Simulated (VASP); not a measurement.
# Te (P-1) in VASP: a series of runs, part 2 of 2

VASP 6.6.1. Earlier steps stand in the parts before.

## 3. Electric field gradients, PBE (equal xy, yz and zx shear strains of +2 %)

Contents of INCAR:

```
SYSTEM = Te
PREC = Accurate ; ENCUT = 520
EDIFF = 1E-8 ; ISMEAR = -1
SIGMA = 0.05 ; LREAL = .FALSE.
LASPH = .TRUE. ; NELM = 100
ALGO = Normal ; ISIF = 2
LWAVE = .FALSE. ; LCHARG = .FALSE.
GGA = PE ; LEFG = .TRUE.
NBANDS = 16
```

Contents of KPOINTS:

```
Automatic mesh
0
G
  8 8 8
  0 0 0
```

Contents of POSCAR:

```
Te
1.0
    4.2103880000     -2.3288590000      0.0186290000
    4.2578120000      2.4135410000      0.0660530000
   -0.0908765000      0.0382690000      3.9560455000
Te
3
Direct
    0.6760000000      0.6760000000      0.6750000000
    0.3240000000      0.3240000000      0.3250000000
    0.0000000000      0.0000000000      0.0000000000
```

Potentials or basis: VASP PAW PBE potentials, release 64 (Te).

On the command line:

```sh
$ cat potpaw_PBE.64/Te/POTCAR > POTCAR
$ mpirun -np 1 vasp_std > vasp.out
```

OUTCAR:

```text
SYSTEM = Te
   PREC = Accurate
   ENCUT = 520
   EDIFF = 1E-8
   ISMEAR = -1
   LREAL = .FALSE.
   LASPH = .TRUE.
   NELM = 100
   ISIF = 2
   GGA = PE

 ion  position               nearest neighbor table
   1  0.676  0.676  0.675-   3 3.02   2 3.02   2 3.03   3 3.09   3 3.09   2 3.27   2 3.66
   2  0.324  0.324  0.325-   3 3.02   1 3.02   1 3.03   3 3.09   3 3.09   1 3.27   1 3.66
   3  0.000  0.000  0.000-   1 3.02   2 3.02   1 3.09   2 3.09   2 3.09   1 3.09

  LATTYP: Found a triclinic cell.
 ALAT       =     4.8115796151
 B/A-ratio  =     1.0172839484
 C/A-ratio  =     0.8224480340
 COS(alpha) =     0.0017172357
 COS(beta)  =     0.0209052412
 COS(gamma) =     0.5225783289

  Lattice vectors:

 A1 = (  -4.2103880000,   2.3288590000,  -0.0186290000)
 A2 = (  -4.2578120000,  -2.4135410000,  -0.0660530000)
 A3 = (  -0.0908765000,   0.0382690000,   3.9560455000)

Analysis of symmetry for initial positions (statically):
=====================================================================
 Subroutine PRICEL returns:
 Original cell was already a primitive cell.

 Routine SETGRP: Setting up the symmetry group for a
 triclinic supercell.

 Subroutine GETGRP returns: Found  2 space group operations
 (whereof  2 operations were pure point group operations)
 out of a pool of  2 trial point group operations.

The static configuration has the point symmetry S_2 .

Analysis of symmetry for dynamics (positions and initial velocities):
=====================================================================
 Subroutine PRICEL returns:
 Original cell was already a primitive cell.

 Routine SETGRP: Setting up the symmetry group for a
 triclinic supercell.

 Subroutine GETGRP returns: Found  2 space group operations
 (whereof  2 operations were pure point group operations)
 out of a pool of  2 trial point group operations.

The dynamic configuration has the point symmetry S_2 .

 Subroutine INISYM returns: Found  2 space group operations
 (whereof  2 operations are pure point group operations),
 and found     1 'primitive' translations

----------------------------------------------------------------------------------------

                                     Primitive cell

  volume of cell :      79.4391

  direct lattice vectors                    reciprocal lattice vectors
     4.210388000 -2.328859000  0.018629000     0.120161862 -0.212113438  0.004812194
     4.257812000  2.413541000  0.066053000     0.115985517  0.209697484  0.000635848
    -0.090876500  0.038269000  3.956045500    -0.002502420 -0.002502420  0.252744402

  length of vectors
     4.811579615  4.894742709  3.957274195     0.243832199  0.239637391  0.252769177

  position of ions in fractional coordinates (direct lattice)
     0.676000000  0.676000000  0.675000000
     0.324000000  0.324000000  0.325000000
     0.000000000  0.000000000  0.000000000

  ion indices of the primitive-cell ions
[... 85 lines left out ...]
   TEBEG  =    0.0;   TEEND  =   0.0 temperature during run
   PSTRESS=    0.0 pullay stress
   NELECT =      18.0000    total number of electrons
   NUPDOWN=      -1.0000    fix difference up-down
   EMIN   =  10.00;   EMAX   =-10.00  energy-range for DOS
   EFERMI =   0.00;   METHOD = LEGACY
   ISMEAR =    -1;   SIGMA  =   0.05  broadening in eV -4-tet -1-fermi 0-gaus
   EFERMI_NEDOS =   21; number of points for ismear=-14 and -15
   IALGO  =     38    algorithm
   IMIX   =      4    mixing-type and parameters
     AMIX     =   0.40;   BMIX     =  1.00
     AMIX_MAG =   1.60;   BMIX_MAG =  1.00
  volume/ion in A,a.u.               =      26.48       178.69
  Fermi-wavevector in a.u.,A,eV,Ry     =   0.998054  1.886049 13.552935  0.996113
  Thomas-Fermi vector in A             =   2.130252
   LORBIT       =      0    0 simple, 1 ext, 2 COOP (PROOUT), +10 PAW based schemes
   GGA     = PE    functional components
   LHFCALC =     F    Hartree Fock is set to
   AEXX    =    0.0000 exact exchange contribution
   IVDW    =     0    specifies the selected vdW correction
   LEPSILON=     F    determine dielectric tensor
   LRPA    =     F    only Hartree local field effects (RPA)
 non-spin polarized calculation
  energy-cutoff  :      520.00
  volume of cell :       79.44
 maximum number of plane-waves:      2157
   NGX = 17   NGY = 19   NGZ = 15

 number of electron      18.0000000 magnetization

 Free energy of the ion-electron system (eV)
  ---------------------------------------------------
  ext. energy  EPLUGINS =         0.00000000
  ---------------------------------------------------
  free energy    TOTEN  =        -8.74486470 eV

  energy without entropy =       -8.73031256  energy(sigma->0) =       -8.73758863

 E-fermi :   9.0362     XC(G=0): -10.3305

 val. band max:        9.0339047694   @ k =   0.2500   0.3750   0.1250
 cond. band min:       9.0364172925   @ k =   0.2500  -0.2500   0.3750
 fundamental gap:      0.0025125231
 Fermi energy:         9.0361538753

 k-point     1 :       0.0000    0.0000    0.0000
  band No.  band energies     occupation
      1      -5.8034      2.00000
      2      -0.5605      2.00000
      3      -0.5306      2.00000
      4       4.3380      2.00000
      5       4.5274      2.00000
      6       5.0664      2.00000
[... 433 lines left out ...]
      3      -1.3794      2.00000
      4       3.5701      2.00000
      5       4.5792      2.00000
      6       6.1955      2.00000
[... 8 lines left out ...]
     15      15.7218      0.00000
     16      16.7363      0.00000

 [... further k-points ...]

------------------------ aborting loop because EDIFF is reached ----------------------------------------

  FORCE on cell =-STRESS in cart. coord.  units (eV):
  Direction    XX          YY          ZZ          XY          YZ          ZX
  --------------------------------------------------------------------------------------
  -------------------------------------------------------------------------------------
  Total        4.3080865      4.8010269      4.8453624     -0.2123270     -0.2056204      0.0657322
  in kB       86.8881754     96.8301053     97.7242921     -4.2823429     -4.1470808      1.3257275
  external PRESSURE =      93.8141909 kB  Pullay stress =       0.0000000 kB

 VOLUME and BASIS-vectors are now :
 -----------------------------------------------------------------------------
  energy-cutoff  :      520.00
  volume of cell :       79.44
      direct lattice vectors                 reciprocal lattice vectors
     4.210388000 -2.328859000  0.018629000     0.120161862 -0.212113438  0.004812194
     4.257812000  2.413541000  0.066053000     0.115985517  0.209697484  0.000635848
    -0.090876500  0.038269000  3.956045500    -0.002502420 -0.002502420  0.252744402

 POSITION                                       TOTAL-FORCE (eV/Angst)
 -----------------------------------------------------------------------------------
      5.66316      0.08308      2.72758        -0.432163      0.001831     -0.180643
      2.71416      0.03987      1.31315         0.432163     -0.001831      0.180643
      0.00000      0.00000      0.00000         0.000000     -0.000000      0.000000
 -----------------------------------------------------------------------------------
    total drift:                               -0.000000      0.000000      0.000000

  FREE ENERGIE OF THE ION-ELECTRON SYSTEM (eV)
  ---------------------------------------------------
  free  energy   TOTEN  =        -8.7448646991 eV

  energy  without entropy=       -8.7303125580  energy(sigma->0) =       -8.73758863

 Electric field gradients (V/A^2)
---------------------------------------------------------------------
 ion       V_xx      V_yy      V_zz      V_xy      V_xz      V_yz
---------------------------------------------------------------------
   1      98.388   171.998  -270.385     9.043   -52.803     7.544
   2      98.388   171.998  -270.385     9.043   -52.803     7.544
   3     235.714    67.262  -302.976     6.874    71.704    11.333
---------------------------------------------------------------------

 Electric field gradients after diagonalization (V/A^2)
 (convention: |V_zz| > |V_xx| > |V_yy|)
----------------------------------------------------------------------
 ion       V_xx      V_yy      V_zz     asymmetry (V_yy - V_xx)/ V_zz
----------------------------------------------------------------------
   1     173.095   104.871  -277.966       0.245
   2     173.095   104.871  -277.966       0.245
   3     245.481    67.158  -312.639       0.570
----------------------------------------------------------------------

           NMR quadrupolar parameters

 Cq : quadrupolar parameter    Cq=e*Q*V_zz/h
 eta: asymmetry parameters     (V_yy - V_xx)/ V_zz
 Q  : nuclear electric quadrupole moment in mb (millibarn)
----------------------------------------------------------------------
 ion       Cq(MHz)       eta       Q (mb)
----------------------------------------------------------------------
   1      -0.672       0.245       1.000
   2      -0.672       0.245       1.000
   3      -0.756       0.570       1.000
----------------------------------------------------------------------
```

Wall time 92 s (1 thread of Intel Xeon 6975P-C (Granite Rapids), shared host); peak memory 0.38 GiB.

Results:

```
Free energy                             : -8.7449 eV
Pressure                                : 9.4 GPa
Largest force                           : 0.468 eV/Å
Band gap on the k mesh                  : zero (bands 9 and 10 overlap by 3.50 eV)
Largest electric field gradient by atom : Te -278.0, -312.6 (each value once) V/Å²
```

Forces in eV/Å, atoms in the order of the input:
```
Te  -0.432  0.002 -0.181
Te   0.432 -0.002  0.181
Te   0.000  0.000  0.000
```

Electric field gradients, principal values (V/Å²):
| atom | least | middle | greatest (by size) |
| --- | --- | --- | --- |
| 1 Te | 104.871 | 173.095 | -277.966 |
| 2 Te | 104.871 | 173.095 | -277.966 |
| 3 Te | 67.158 | 245.481 | -312.639 |

Caveat: the cell differs from its parent crystal (equal xy, yz and zx shear strains of +2 %); the cell stands under pressure; without QUAD_EFG the Cq values of the log hold for a quadrupole moment of 1 mb, not for the nuclei; spin-orbit coupling is left out, which moves the levels of the heavy elements.
